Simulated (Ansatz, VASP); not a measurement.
## Cu: VASP beside Ansatz

```xyz
1
Lattice="0.0000 2.0594 1.6335 2.0594 0.0000 1.6335 2.0594 2.0594 0.0000" Properties=species:S:1:pos:R:3 pbc="T T T"
Cu    0.0000    0.0000    0.0000
```

Alike in both runs: task single point; functional PBE; k mesh 24 × 24 × 24; occupations gaussian, width 0.15 eV; no spin polarisation.

|  | VASP | Ansatz |
| --- | --- | --- |
| version | VASP 6.6.1 | Ansatz 0.2.0 |
| potentials or method | VASP PAW PBE potentials, release 64 (Cu), cutoff 520 eV | scalar-relativistic, plane waves, PAW |
| valence electrons in the cell | 11 | 19 |

Ansatz gave:

- gap on the k mesh at the Fermi level (eV): none
- pressure (GPa): -13.9
- traceless stress, the component that is largest in VASP (GPa): 1.22

Q: Which values does VASP return?

A: gap on the k mesh at the Fermi level (eV): none; pressure (GPa): -13.3; traceless stress, the component that is largest in VASP (GPa): 1.20.

A gap of «none» marks a metal or a gap that the smearing closes. With one functional, cell and mesh, what is left measures potentials, basis and numerics. VASP's potentials hold 11 valence electrons a cell and Ansatz's 19, so a difference there can come from the potentials and not from the codes.
